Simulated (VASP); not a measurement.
Set up this calculation in VASP 6.6.1, as the native input.

```yaml
Task: relaxation of shape and atoms at fixed volume
Functional: PBE
Potentials_or_basis: VASP PAW PBE potentials, release 64 (Si, C)
Cutoff: 600 eV
k_mesh: 12 × 12 × 2
Occupations: gaussian, width 0.02 eV
Spin: no spin polarisation
Dipole_correction: no
Further_INCAR_settings: ALGO = Normal; EDIFF = 1e-06; IBRION = 2; EDIFFG = -0.01; NSW = 50; ISIF = 4
```

The structure of SiC lies in POSCAR:

```
SiC
1.0
    1.4996652761     -2.5974964526      0.0000000000
    1.4996652761      2.5974964526      0.0000000000
    0.0000000000      0.0000000000     14.7139280937
Si C
6 6
Direct
    0.1666666667      0.8333333333      0.8576973576
    0.8333333333      0.1666666667      0.3576973576
    0.5000000000      0.5000000000      0.5245024524
    0.5000000000      0.5000000000      0.0245024524
    0.8333333333      0.1666666667      0.6911923960
    0.1666666667      0.8333333333      0.1911923960
    0.5000000000      0.5000000000      0.6498353398
    0.5000000000      0.5000000000      0.1498353398
    0.1666666667      0.8333333333      0.9827081991
    0.8333333333      0.1666666667      0.4827081991
    0.8333333333      0.1666666667      0.8162042551
    0.1666666667      0.8333333333      0.3162042551
```

These files were run (other wordings do the same):

INCAR

```
SYSTEM = SiC
ALGO = Normal
EDIFF = 1E-6
EDIFFG = -0.01
ENCUT = 600
GGA = PE
IBRION = 2
ISIF = 4
ISMEAR = 0
LASPH = .TRUE.
LCHARG = .FALSE.
LREAL = .FALSE.
LWAVE = .FALSE.
NELM = 60
NSW = 50
PREC = Accurate
SIGMA = 0.02
```

KPOINTS

```
k-points
0
G
  12 12 2
  0 0 0
```

Potentials or basis: VASP PAW PBE potentials, release 64 (Si, C).

Command:

```sh
$ cat potpaw_PBE.64/Si/POTCAR potpaw_PBE.64/C/POTCAR > POTCAR
$ mpirun -np 1 vasp_std > vasp.out
```

Results of the run:

The energy gained by relaxing is 0.0 meV/atom and the ionic steps are 3. The pressure after relaxing is 23.9 GPa and the largest force after relaxing is 0.004 eV/Å. The band gap on the k mesh is 2.00 eV (least direct gap 3.12 eV).

Wall time 4.5 min on 1 thread of Intel(R) Xeon(R) Platinum 8259CL CPU @ 2.50GHz (Skylake/Cascade Lake), on a shared host, peak memory 0.32 GiB.
